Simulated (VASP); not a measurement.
# AlN (Fm-3m) in VASP: single point with PBE

Aim: the single point of AlN with PBE.

Program: VASP 6.6.1. These are calculated values, not measurements. Logs are shortened: lines on timing, memory, paths and dates and some standing lists are left out, and cuts for length are marked.

## Step 1: The cell of the first run

The structure is cubic, space group Fm-3m (No. 225). Conventional cell: a = 4.069 Å, b = 4.069 Å, c = 4.069 Å, α = 90.00°, β = 90.00°, γ = 90.00°. Within 2.7 Å of Al (site symmetry m-3m) lie 6 N at 2.03 Å. N (site symmetry m-3m) has 6 Al at 2.03 Å within 2.7 Å.

## Step 2: Single point, PBE

INCAR reads:

```
SYSTEM = AlN
PREC     = Accurate       ! precision mode
ENCUT    = 520            ! plane-wave cutoff, eV
EDIFF    = 1E-6           ! SCF threshold, eV
ISMEAR   = 0              ! smearing method
SIGMA    = 0.05           ! smearing width, eV
LREAL    = .FALSE.        ! projectors in reciprocal space
LASPH    = .TRUE.         ! aspherical terms in the spheres
NELM     = 80             ! most SCF steps
ALGO     = Normal         ! electronic algorithm
ISIF     = 2              ! what is computed and relaxed
LWAVE    = .FALSE.        ! write WAVECAR
LCHARG   = .FALSE.        ! write CHGCAR
GGA      = PE             ! functional
NBANDS   = 11             ! bands
```

KPOINTS reads:

```
regular mesh
0
G
  10 10 10
  0 0 0
```

POSCAR reads:

```
AlN
1.0
    0.0000000000      2.0345180000      2.0345180000
    2.0345180000      0.0000000000      2.0345180000
    2.0345180000      2.0345180000      0.0000000000
Al N
1 1
Direct
    0.5000000000      0.5000000000      0.5000000000
    0.0000000000      0.0000000000      0.0000000000
```

Potentials or basis: VASP PAW PBE potentials, release 64 (Al, N).

The run is started by

```
cat potpaw_PBE.64/Al/POTCAR potpaw_PBE.64/N/POTCAR > POTCAR
mpirun -np 1 vasp_std > vasp.out
```

OUTCAR:

```text
SYSTEM = AlN
   PREC = Accurate
   ENCUT = 520
   EDIFF = 1E-6
   ISMEAR = 0
   LREAL = .FALSE.
   LASPH = .TRUE.
   NELM = 80
   ISIF = 2
   GGA = PE

 ion  position               nearest neighbor table
   1  0.500  0.500  0.500-   2 2.03   2 2.03   2 2.03   2 2.03   2 2.03   2 2.03
   2  0.000  0.000  0.000-   1 2.03   1 2.03   1 2.03   1 2.03   1 2.03   1 2.03

  LATTYP: Found a face centered cubic cell.
 ALAT       =     4.0690360000

  Lattice vectors:

 A1 = (   0.0000000000,   2.0345180000,   2.0345180000)
 A2 = (   2.0345180000,   0.0000000000,   2.0345180000)
 A3 = (   2.0345180000,   2.0345180000,   0.0000000000)

Analysis of symmetry for initial positions (statically):
=====================================================================
 Subroutine PRICEL returns:
 Original cell was already a primitive cell.

 Routine SETGRP: Setting up the symmetry group for a
 face centered cubic supercell.

 Subroutine GETGRP returns: Found 48 space group operations
 (whereof 48 operations were pure point group operations)
 out of a pool of 48 trial point group operations.

The static configuration has the point symmetry O_h .

Analysis of symmetry for dynamics (positions and initial velocities):
=====================================================================
 Subroutine PRICEL returns:
 Original cell was already a primitive cell.

 Routine SETGRP: Setting up the symmetry group for a
 face centered cubic supercell.

 Subroutine GETGRP returns: Found 48 space group operations
 (whereof 48 operations were pure point group operations)
 out of a pool of 48 trial point group operations.

The dynamic configuration has the point symmetry O_h .

 Subroutine INISYM returns: Found 48 space group operations
 (whereof 48 operations are pure point group operations),
 and found     1 'primitive' translations

----------------------------------------------------------------------------------------

                                     Primitive cell

  volume of cell :      16.8428

  direct lattice vectors                    reciprocal lattice vectors
     0.000000000  2.034518000  2.034518000    -0.245758455  0.245758455  0.245758455
     2.034518000  0.000000000  2.034518000     0.245758455 -0.245758455  0.245758455
     2.034518000  2.034518000  0.000000000     0.245758455  0.245758455 -0.245758455

  length of vectors
     2.877242948  2.877242948  2.877242948     0.425666130  0.425666130  0.425666130

  position of ions in fractional coordinates (direct lattice)
     0.500000000  0.500000000  0.500000000
     0.000000000  0.000000000  0.000000000

  ion indices of the primitive-cell ions
   primitive index   ion index
                 1           1
                 2           2

----------------------------------------------------------------------------------------

 KPOINTS: regular mesh

Automatic generation of k-mesh.
 Grid dimensions read from file:
 generate k-points for:   10   10   10

 Generating k-lattice:

  Cartesian coordinates                     Fractional coordinates (reciprocal lattice)
    -0.024575845  0.024575845  0.024575845     0.100000000  0.000000000  0.000000000
     0.024575845 -0.024575845  0.024575845     0.000000000  0.100000000  0.000000000
     0.024575845  0.024575845 -0.024575845     0.000000000  0.000000000  0.100000000

  Length of vectors
     0.042566613  0.042566613  0.042566613

  Shift w.r.t. Gamma in fractional coordinates (k-lattice)
     0.000000000  0.000000000  0.000000000

 Subroutine IBZKPT returns following result:
 ===========================================

 Found     47 irreducible k-points:

 Following reciprocal coordinates:
            Coordinates               Weight
  0.000000  0.000000  0.000000      1.000000
  0.100000  0.000000  0.000000      8.000000
  0.200000  0.000000  0.000000      8.000000
  0.300000  0.000000  0.000000      8.000000
  0.400000  0.000000  0.000000      8.000000
  0.500000  0.000000  0.000000      4.000000
[... 16 lines left out ...]
  0.300000  0.300000  0.000000      6.000000
  0.400000  0.300000  0.000000     24.000000
 [... further k-points ...]
   k-points           NKPTS =     47   k-points in BZ     NKDIM =     47   number of bands    NBANDS=     11
   number of dos      NEDOS =    301   number of ions     NIONS =      2
   total plane-waves  NPLWV =  13824
   dimension x,y,z NGX =    24 NGY =   24 NGZ =   24
   dimension x,y,z NGXF=    48 NGYF=   48 NGZF=   48
   ions per type =               1   1
   NGX,Y,Z   is equivalent  to a cutoff of  13.87, 13.87, 13.87 a.u.
   NGXF,Y,Z  is equivalent  to a cutoff of  27.73, 27.73, 27.73 a.u.
 SYSTEM =  AlN
   PREC   = accura    normal or accurate (medium, high low for compatibility)
   ISTART =      0    job   : 0-new  1-cont  2-samecut
   ICHARG =      2    charge: 1-file 2-atom 10-const
   ISPIN  =      1    spin polarized calculation?
   LNONCOLLINEAR =      F non collinear calculations
   LSORBIT =      F    spin-orbit coupling
   LASPH  =      T    aspherical Exc in radial PAW
   ENCUT  =  520.0 eV  38.22 Ry    6.18 a.u.   5.35  5.35  5.35*2*pi/ulx,y,z
   NELM   =     80;   NELMIN=  2; NELMDL= -5     # of ELM steps
   EDIFF  = 0.1E-05   stopping-criterion for ELM
   LREAL  =      F    real-space projection
   EDIFFG = 0.1E-04   stopping-criterion for IOM
   NSW    =      0    number of steps for IOM
   IBRION =     -1    ionic relax: 0-MD 1-quasi-New 2-CG
   NFREE  =      0    steps in history (QN), initial steepest desc. (CG)
   ISIF   =      2    stress and relaxation
   ISYM   =      2    0-nonsym 1-usesym 2-fastsym
   POTIM  = 0.5000    time-step for ionic-motion
   TEBEG  =    0.0;   TEEND  =   0.0 temperature during run
   PSTRESS=    0.0 pullay stress
   NELECT =       8.0000    total number of electrons
   NUPDOWN=      -1.0000    fix difference up-down
   EMIN   =  10.00;   EMAX   =-10.00  energy-range for DOS
   EFERMI =   0.00;   METHOD = LEGACY
   ISMEAR =     0;   SIGMA  =   0.05  broadening in eV -4-tet -1-fermi 0-gaus
   EFERMI_NEDOS =   21; number of points for ismear=-14 and -15
   IALGO  =     38    algorithm
   IMIX   =      4    mixing-type and parameters
     AMIX     =   0.40;   BMIX     =  1.00
     AMIX_MAG =   1.60;   BMIX_MAG =  1.00
  volume/ion in A,a.u.               =       8.42        56.83
  Fermi-wavevector in a.u.,A,eV,Ry     =   1.277321  2.413786 22.198561  1.631548
  Thomas-Fermi vector in A             =   2.409927
   LORBIT       =      0    0 simple, 1 ext, 2 COOP (PROOUT), +10 PAW based schemes
   GGA     = PE    functional components
   LHFCALC =     F    Hartree Fock is set to
   AEXX    =    0.0000 exact exchange contribution
   IVDW    =     0    specifies the selected vdW correction
   LEPSILON=     F    determine dielectric tensor
   LRPA    =     F    only Hartree local field effects (RPA)
 non-spin polarized calculation
 Gauss-broadening in eV      SIGMA  =   0.05
  energy-cutoff  :      520.00
  volume of cell :       16.84
 maximum number of plane-waves:       469
 NGX is ok and might be reduce to    24
   NGX = 11   NGY = 11   NGZ = 11

 number of electron       7.9999999 magnetization

 Free energy of the ion-electron system (eV)
  ---------------------------------------------------
  ext. energy  EPLUGINS =         0.00000000
  ---------------------------------------------------
  free energy    TOTEN  =       -14.54591946 eV

  energy without entropy =      -14.54591946  energy(sigma->0) =      -14.54591946

 E-fermi :  10.0336     XC(G=0): -12.1964

 val. band max:        9.7178595537   @ k =   0.0000   0.0000   0.0000
 cond. band min:      14.1414743313   @ k =   0.5000   0.5000   0.0000
 fundamental gap:      4.4236147776
 Fermi energy:        10.0336471140

 k-point     1 :       0.0000    0.0000    0.0000
  band No.  band energies     occupation
      1      -7.6628      2.00000
      2       9.7179      2.00000
      3       9.7179      2.00000
      4       9.7179      2.00000
      5      15.1241      0.00000
      6      21.8233      0.00000
      7      21.8233      0.00000
      8      21.8233      0.00000
      9      26.9129      0.00000
     10      27.3673      0.00000
     11      27.3673      0.00000

 k-point     2 :       0.1000    0.0000    0.0000
  band No.  band energies     occupation
      1      -7.4614      2.00000
      2       8.7004      2.00000
      3       9.5998      2.00000
      4       9.5998      2.00000
      5      15.7647      0.00000
      6      20.9190      0.00000
      7      22.1114      0.00000
      8      22.1114      0.00000
      9      25.7388      0.00000
     10      25.7388      0.00000
     11      27.7143      0.00000

 k-point     3 :       0.2000    0.0000    0.0000
  band No.  band energies     occupation
      1      -6.8760      2.00000
      2       6.5806      2.00000
      3       9.3131      2.00000
      4       9.3131      2.00000
      5      16.4564      0.00000
      6      20.3709      0.00000
      7      22.2424      0.00000
      8      22.2424      0.00000
      9      25.1835      0.00000
     10      25.1835      0.00000
     11      27.0247      0.00000
[... 267 lines left out ...]
 k-point    23 :       0.3000    0.3000    0.0000
  band No.  band energies     occupation
      1      -5.4525      2.00000
      2       4.9570      2.00000
      3       7.7335      2.00000
      4       7.7335      2.00000
      5      16.3942      0.00000
      6      16.4355      0.00000
      7      21.2577      0.00000
      8      25.1313      0.00000
      9      25.1313      0.00000
     10      30.0815      0.00000
     11      33.5489      0.00000

 k-point    24 :       0.4000    0.3000    0.0000
  band No.  band energies     occupation
      1      -4.7142      2.00000
      2       3.9463      2.00000
      3       6.9733      2.00000
      4       7.4807      2.00000
      5      15.7310      0.00000
      6      16.5898      0.00000
      7      21.7122      0.00000
      8      25.0869      0.00000
      9      25.8260      0.00000
     10      31.3406      0.00000
     11      34.2282      0.00000

 [... further k-points ...]

------------------------ aborting loop because EDIFF is reached ----------------------------------------

  FORCE on cell =-STRESS in cart. coord.  units (eV):
  Direction    XX          YY          ZZ          XY          YZ          ZX
  --------------------------------------------------------------------------------------
  -------------------------------------------------------------------------------------
  Total        0.0008430      0.0008430      0.0008430      0.0000000     -0.0000000      0.0000000
  in kB        0.0801887      0.0801887      0.0801887      0.0000000     -0.0000000      0.0000000
  external PRESSURE =       0.0801887 kB  Pullay stress =       0.0000000 kB

 VOLUME and BASIS-vectors are now :
 -----------------------------------------------------------------------------
  energy-cutoff  :      520.00
  volume of cell :       16.84
      direct lattice vectors                 reciprocal lattice vectors
     0.000000000  2.034518000  2.034518000    -0.245758455  0.245758455  0.245758455
     2.034518000  0.000000000  2.034518000     0.245758455 -0.245758455  0.245758455
     2.034518000  2.034518000  0.000000000     0.245758455  0.245758455 -0.245758455

 POSITION                                       TOTAL-FORCE (eV/Angst)
 -----------------------------------------------------------------------------------
      2.03452      2.03452      2.03452        -0.000000     -0.000000      0.000000
      0.00000      0.00000      0.00000         0.000000      0.000000     -0.000000
 -----------------------------------------------------------------------------------
    total drift:                                0.000000     -0.000000     -0.000000

  FREE ENERGIE OF THE ION-ELECTRON SYSTEM (eV)
  ---------------------------------------------------
  free  energy   TOTEN  =       -14.5459194613 eV

  energy  without entropy=      -14.5459194613  energy(sigma->0) =      -14.54591946
```

It took 9.8 s on 1 thread of AMD EPYC 7R43 (Zen 3), shared host; peak memory 0.1 GiB.

Results:

```
Free energy            : -14.5459 eV
Pressure               : 0.0 GPa
Band gap on the k mesh : 4.42 eV, indirect (least direct gap 5.41 eV)
```

Levels at points of the mesh, in eV from the valence-band top:
| k point | band 1 | band 2 | band 3 | band 4 | band 5 | band 6 | band 7 | band 8 | band 9 |
| --- | --- | --- | --- | --- | --- | --- | --- | --- | --- |
| (0.00, 0.00, 0.00) | -17.38 | 0.00 | 0.00 | 0.00 | 5.41 | 12.11 | 12.11 | 12.11 | 17.20 |
| (0.50, 0.00, 0.00) | -14.20 | -8.18 | -1.04 | -1.04 | 6.01 | 10.85 | 10.85 | 13.01 | 15.89 |
| (0.50, 0.50, 0.00) | -13.24 | -7.25 | -2.75 | -2.75 | 4.42 | 5.33 | 13.82 | 16.95 | 16.95 |

A k mesh can miss the band edges. As with any semilocal functional, this PBE gap is likely too small.
